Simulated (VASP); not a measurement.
# Si (Imma) in VASP: notebook

The runs below take Si through single point, with PBEsol.

All numbers are computed with VASP 6.6.1; they aren't measurements. Logs are shortened: lines on timing, memory, paths and dates and some standing lists are left out, and cuts for length are marked.

### 1 The cell of the first run

It takes space group Imma (No. 74, orthorhombic). Conventional cell: a = 3.612 Å, b = 3.862 Å, c = 5.547 Å, α = 90.00°, β = 90.00°, γ = 90.00°. Si (site symmetry mm2) has 4 Si at 2.31 to 2.35 Å within 3.1 Å.

### 2 Single point, PBEsol (uniaxial strain along a: -6.0 %, then relaxed in part)

File INCAR:

```
ALGO = Normal
EDIFF = 1E-6
ENCUT = 520
GGA = PS
ISIF = 2
ISMEAR = 0
LASPH = True
LCHARG = True
LELF = True
LREAL = False
LVHAR = True
LWAVE = False
NBANDS = 16
NELM = 100
PREC = Accurate
SIGMA = 0.02
```

File KPOINTS:

```
k-points
0
Gamma
  10 10 8
```

File POSCAR:

```
Si
1.0
    2.5539020560      2.5539020560      0.0000000000
   -2.7308554681      2.7308554681      0.0000000000
    0.0000000000      0.0000000000      5.5472770417
Si
4
Direct
    0.0000000000      0.5000000000      0.2548106734
    0.0000000000      0.0000000000      0.4951893266
    0.5000000000      0.0000000000      0.7548106734
    0.5000000000      0.5000000000     -0.0048106734
```

Potentials or basis: VASP PAW PBE potentials, release 64 (Si).

Run with:

```sh
$ cat potpaw_PBE.64/Si/POTCAR > POTCAR
$ mpirun -np 1 vasp_std > vasp.out
```

OUTCAR:

```text
EDIFF = 1E-6
   ENCUT = 520
   GGA = PS
   ISIF = 2
   ISMEAR = 0
   LASPH = True
   LREAL = False
   NELM = 100
   PREC = Accurate

 ion  position               nearest neighbor table
   1  0.000  0.500  0.255-   4 2.31   4 2.31   2 2.35   2 2.35
   2  0.000  0.000  0.495-   3 2.31   3 2.31   1 2.35   1 2.35
   3  0.500  0.000  0.755-   2 2.31   2 2.31   4 2.35   4 2.35
   4  0.500  0.500  0.995-   1 2.31   1 2.31   3 2.35   3 2.35

  LATTYP: Found a simple orthorhombic cell.
 ALAT       =     3.6117629246
 B/A-ratio  =     1.0692874700
 C/A-ratio  =     1.5358917951

  Lattice vectors:

 A1 = (   2.5539020560,   2.5539020560,   0.0000000000)
 A2 = (  -2.7308554681,   2.7308554681,   0.0000000000)
 A3 = (   0.0000000000,   0.0000000000,   5.5472770417)

Analysis of symmetry for initial positions (statically):
=====================================================================
 Subroutine PRICEL returns following result:

  LATTYP: Found a body centered orthorhombic cell.
 ALAT       =     3.6117629246
 B/A-ratio  =     1.0692874700
 C/A-ratio  =     1.5358917951

  Lattice vectors:

 A1 = (   0.0884767060,  -2.6423787620,  -2.7736385209)
 A2 = (  -0.0884767060,   2.6423787620,  -2.7736385208)
 A3 = (   2.6423787621,  -0.0884767060,   2.7736385209)

   2 primitive cells build up your supercell.

 Routine SETGRP: Setting up the symmetry group for a
 simple orthorhombic supercell.

 Subroutine GETGRP returns: Found  8 space group operations
 (whereof  4 operations were pure point group operations)
 out of a pool of  8 trial point group operations.

The static configuration has the point symmetry C_2v.
 The point group associated with its full space group is D_2h.

Analysis of symmetry for dynamics (positions and initial velocities):
=====================================================================
 Subroutine PRICEL returns following result:

  LATTYP: Found a body centered orthorhombic cell.
 ALAT       =     3.6117629246
 B/A-ratio  =     1.0692874700
 C/A-ratio  =     1.5358917951

  Lattice vectors:

 A1 = (   0.0884767060,  -2.6423787620,  -2.7736385209)
 A2 = (  -0.0884767060,   2.6423787620,  -2.7736385208)
 A3 = (   2.6423787621,  -0.0884767060,   2.7736385209)

   2 primitive cells build up your supercell.

 Routine SETGRP: Setting up the symmetry group for a
 simple orthorhombic supercell.

[... 104 lines left out ...]
   NELM   =    100;   NELMIN=  2; NELMDL= -5     # of ELM steps
   EDIFF  = 0.1E-05   stopping-criterion for ELM
   LREAL  =      F    real-space projection
   EDIFFG = 0.1E-04   stopping-criterion for IOM
   NSW    =      0    number of steps for IOM
   IBRION =     -1    ionic relax: 0-MD 1-quasi-New 2-CG
   NFREE  =      0    steps in history (QN), initial steepest desc. (CG)
   ISIF   =      2    stress and relaxation
   ISYM   =      2    0-nonsym 1-usesym 2-fastsym
   POTIM  = 0.5000    time-step for ionic-motion
   TEBEG  =    0.0;   TEEND  =   0.0 temperature during run
   PSTRESS=    0.0 pullay stress
   NELECT =      16.0000    total number of electrons
   NUPDOWN=      -1.0000    fix difference up-down
   EMIN   =  10.00;   EMAX   =-10.00  energy-range for DOS
   EFERMI =   0.00;   METHOD = LEGACY
   ISMEAR =     0;   SIGMA  =   0.02  broadening in eV -4-tet -1-fermi 0-gaus
   EFERMI_NEDOS =   21; number of points for ismear=-14 and -15
   IALGO  =     38    algorithm
   IMIX   =      4    mixing-type and parameters
     AMIX     =   0.40;   BMIX     =  1.00
     AMIX_MAG =   1.60;   BMIX_MAG =  1.00
  volume/ion in A,a.u.               =      19.34       130.54
  Fermi-wavevector in a.u.,A,eV,Ry     =   0.968078  1.829403 12.751052  0.937176
  Thomas-Fermi vector in A             =   2.098018
   LORBIT       =      0    0 simple, 1 ext, 2 COOP (PROOUT), +10 PAW based schemes
   GGA     = PS    functional components
   LHFCALC =     F    Hartree Fock is set to
   AEXX    =    0.0000 exact exchange contribution
   IVDW    =     0    specifies the selected vdW correction
   LEPSILON=     F    determine dielectric tensor
   LRPA    =     F    only Hartree local field effects (RPA)
 non-spin polarized calculation
 Gauss-broadening in eV      SIGMA  =   0.02
  energy-cutoff  :      520.00
  volume of cell :       77.38
 maximum number of plane-waves:      2110
 NGX is ok and might be reduce to    28
   NGX = 13   NGY = 15   NGZ = 21

 number of electron      15.9999999 magnetization

 Free energy of the ion-electron system (eV)
  ---------------------------------------------------
  ext. energy  EPLUGINS =         0.00000000
  ---------------------------------------------------
  free energy    TOTEN  =       -22.82987448 eV

  energy without entropy =      -22.82983563  energy(sigma->0) =      -22.82985506

 E-fermi :   6.4610     XC(G=0):  -9.6926

 val. band max:        6.4449173826   @ k =   0.0000   0.0000   0.1250
 cond. band min:       6.4747733892   @ k =   0.0000   0.0000   0.1250
 fundamental gap:      0.0298560066
 Fermi energy:         6.4609689760

 k-point     1 :       0.0000    0.0000    0.0000
  band No.  band energies     occupation
      1      -6.0839      2.00000
      2      -2.0944      2.00000
      3      -1.9171      2.00000
      4       2.9845      2.00000
      5       3.9686      2.00000
      6       5.8717      2.00000
[... 433 lines left out ...]
      3      -0.1740      2.00000
      4      -0.1740      2.00000
      5       2.6321      2.00000
      6       2.6321      2.00000
[... 8 lines left out ...]
     15      14.1870      0.00000
     16      14.1870      0.00000

 [... further k-points ...]

------------------------ aborting loop because EDIFF is reached ----------------------------------------

  FORCE on cell =-STRESS in cart. coord.  units (eV):
  Direction    XX          YY          ZZ          XY          YZ          ZX
  --------------------------------------------------------------------------------------
  -------------------------------------------------------------------------------------
  Total        2.5303106      2.5303106      0.0574214      2.4891663      0.0000000      0.0000000
  in kB       52.3928014     52.3928014      1.1889724     51.5408634      0.0000000      0.0000000
  external PRESSURE =      35.3248584 kB  Pullay stress =       0.0000000 kB

 VOLUME and BASIS-vectors are now :
 -----------------------------------------------------------------------------
  energy-cutoff  :      520.00
  volume of cell :       77.38
      direct lattice vectors                 reciprocal lattice vectors
     2.553902056  2.553902056  0.000000000     0.195778847  0.195778847  0.000000000
    -2.730855468  2.730855468  0.000000000    -0.183092810  0.183092810  0.000000000
     0.000000000  0.000000000  5.547277042     0.000000000  0.000000000  0.180268624

 POSITION                                       TOTAL-FORCE (eV/Angst)
 -----------------------------------------------------------------------------------
     -1.36543      1.36543      1.41351        -0.000000     -0.000000      0.003685
      0.00000      0.00000      2.74695         0.000000      0.000000     -0.003685
      1.27695      1.27695      4.18714         0.000000      0.000000      0.003685
     -0.08848      2.64238      5.52059        -0.000000     -0.000000     -0.003685
 -----------------------------------------------------------------------------------
    total drift:                               -0.000000      0.000000      0.000000

  FREE ENERGIE OF THE ION-ELECTRON SYSTEM (eV)
  ---------------------------------------------------
  free  energy   TOTEN  =       -22.8298744783 eV

  energy  without entropy=      -22.8298356321  energy(sigma->0) =      -22.82985506
```

stdout:

```text
POSCAR found type information on POSCAR Si
 POSCAR found :  1 types and       4 ions
 scaLAPACK will be used
 -----------------------------------------------------------------------------
|                                                                             |
|                                                                             |
|     You enforced a specific xc type in the INCAR file but a different       |
|     I HOPE YOU KNOW WHAT YOU ARE DOING!                                     |
|                                                                             |
 -----------------------------------------------------------------------------

 LDA part: xc-table for (Slater+PW92), standard interpolation
 POSCAR, INCAR and KPOINTS ok, starting setup
 FFT: planning ... GRIDC
 FFT: planning ... GRID_SOFT
 FFT: planning ... GRID
 WAVECAR not read
 entering main loop
```

Wall time 2 min (1 thread of AMD EPYC 7R13 (Zen 3), shared host); peak memory 0.25 GiB.

What came out:

```
Free energy            : -22.8299 eV
Pressure               : 3.5 GPa
Largest force          : 0.004 eV/Å
Band gap on the k mesh : zero (bands 8 and 9 overlap by 0.25 eV)
```

Forces in eV/Å, atoms in the order of the input:
```
Si   0.000  0.000  0.004
Si   0.000  0.000 -0.004
Si   0.000  0.000  0.004
Si   0.000  0.000 -0.004
```

Stress tensor (GPa, compression positive):
```
5.24 5.15 0.00
5.15 5.24 0.00
0.00 0.00 0.12
```

Caveat: the cell differs from its parent crystal (uniaxial strain along a: -6.0 %, then relaxed in part); the stress differs along the axes, from 0 to 5 GPa; semilocal functionals underestimate gaps, and a narrow one can read as zero; the PAW data sets were made with another functional, which shifts forces and pressure a little.

### 3 Single point, PBEsol (uniaxial strain along a: -6.0 %)

File INCAR:

```
  ALGO = Normal
  EDIFF = 1E-6
  ENCUT = 520
  GGA = PS
  ISIF = 2
  ISMEAR = 0
  LASPH = True
  LCHARG = True
  LELF = True
  LREAL = False
  LVHAR = True
  LWAVE = False
  NBANDS = 16
  NELM = 60
  PREC = Accurate
  SIGMA = 0.02
```

KPOINTS is that of step 2.

File POSCAR:

```
Si
1.0
    2.5539020560      2.5539020560      0.0000000000
   -2.7576708370      2.7576708370      0.0000000000
    0.0000000000      0.0000000000      5.5153416740
Si
4
Direct
    0.0000000000      0.5000000000      0.2530233494
    0.0000000000      0.0000000000      0.4969766506
    0.5000000000      0.0000000000      0.7530233494
    0.5000000000      0.5000000000     -0.0030233494
```

Potentials or basis: VASP PAW PBE potentials, release 64 (Si).

Run with:

```sh
$ cat potpaw_PBE.64/Si/POTCAR > POTCAR
$ mpirun -np 1 vasp_std > vasp.out
```

It took 1.9 min on 1 thread of AMD EPYC 7R13 (Zen 3), shared host; peak memory 0.25 GiB.

It converged, with:

```
Free energy            : -22.8152 eV
Pressure               : 3.4 GPa
Largest force          : 0.393 eV/Å
Band gap on the k mesh : zero (bands 8 and 9 overlap by 0.12 eV)
```

Forces in eV/Å, atoms in the order of the input:
```
Si   0.000  0.000  0.393
Si   0.000  0.000 -0.393
Si   0.000  0.000  0.393
Si   0.000  0.000 -0.393
```

Stress tensor (GPa, compression positive):
```
4.76 7.09 0.00
7.09 4.76 0.00
0.00 0.00 0.70
```

Levels at points of the mesh, in eV from the Fermi level:
```
           k point  band 5  band 6  band 7  band 8  band 9  band 10  band 11  band 12
(0.00, 0.00, 0.00)   -2.50   -0.52   -0.48   -0.08    0.15     1.02     1.71     1.89
(0.50, 0.00, 0.00)   -4.28   -4.28   -1.72   -1.72    2.00     2.00     4.24     4.24
(0.00, 0.50, 0.00)   -4.42   -4.42   -1.08   -1.08    2.72     2.72     4.87     4.87
(0.50, 0.50, 0.00)   -3.33   -3.33   -3.33   -3.33    0.15     0.15     0.15     0.15
(0.00, 0.00, 0.50)   -2.53   -2.53   -1.59   -1.59    0.86     0.86     2.81     2.81
(0.50, 0.00, 0.50)   -1.83   -1.83   -1.58   -1.58    0.92     0.92     2.74     2.74
(0.00, 0.50, 0.50)   -1.61   -1.61   -0.97   -0.97    1.42     1.42     3.02     3.02
(0.50, 0.50, 0.50)   -4.30   -4.30   -4.30   -4.30    3.58     3.58     3.58     3.58
```

Caveat: the cell differs from its parent crystal (uniaxial strain along a: -6.0 %); the cell stands under pressure; semilocal functionals underestimate gaps, and a narrow one can read as zero; the PAW data sets were made with another functional, which shifts forces and pressure a little.

The gap in the log of VASP goes by the Fermi energy; the results here count the filled bands.